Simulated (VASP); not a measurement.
Wanted: the native input for a VASP 6.6.1 run.

```
Task                   : relaxation of cell and atoms
Functional             : PBEsol
Potentials or basis    : VASP PAW PBE potentials, release 64 (Ta_pv, N)
Cutoff                 : 600 eV
k mesh                 : 18 × 18 × 14
Occupations            : fermi-dirac, width 0.15 eV
Spin                   : no spin polarisation
Dipole correction      : no
Further INCAR settings : ALGO = Normal; EDIFF = 1e-06; IBRION = 2; EDIFFG = -0.001; NSW = 80; ISIF = 3
```

The structure of TaN lies in POSCAR:

```
TaN
1.0
    2.9239890448      0.0000000000      0.0000000000
   -1.4619945224      2.5322487931      0.0000000000
    0.0000000000      0.0000000000      2.8707276426
Ta N
1 1
Direct
    0.3333333333      0.6666666667      0.5000000000
    0.0000000000      0.0000000000      0.0000000000
```

One way to write it, as run:

INCAR

```
  PREC = Accurate
  ENCUT = 600
  EDIFF = 1E-6
  ISMEAR = -1
  SIGMA = 0.15
  LREAL = F
  LASPH = T
  NELM = 60
  ALGO = Normal
  ISIF = 3
  LWAVE = F
  LCHARG = F
  GGA = PS
  IBRION = 2
  NSW = 80
  EDIFFG = -0.001
```

KPOINTS

```
Automatic mesh
0
Gamma
  18 18 14
```

Potentials or basis: VASP PAW PBE potentials, release 64 (Ta_pv, N).

Launch:

```sh
$ cat potpaw_PBE.64/Ta_pv/POTCAR potpaw_PBE.64/N/POTCAR > POTCAR
$ mpirun -np 1 vasp_std > vasp.out
```

It gave:

* Relaxed volume: 10.65 Å³/atom
* Relaxed cell: a = 2.926 Å, b = 2.926 Å, c = 2.872 Å, α = 90.00°, β = 90.00°, γ = 120.00°
* Space group after relaxing (to 0.05 Å): P-6m2 (No. 187)
* Energy gained by relaxing: 0.0 meV/atom
* Ionic steps: 43
* Pressure after relaxing: 0.0 GPa
* Band gap on the k mesh: zero (band 8 reaches 8.45 eV, above the bottom of band 9 at 8.11 eV)

Caveat: the PAW data sets were made with another functional, which shifts forces and pressure a little; spin-orbit coupling is left out, which moves the levels of the heavy elements.

Wall time 5.3 min on 1 thread of Intel(R) Xeon(R) 6975P-C (Granite Rapids), on a shared host, peak memory 0.24 GiB.
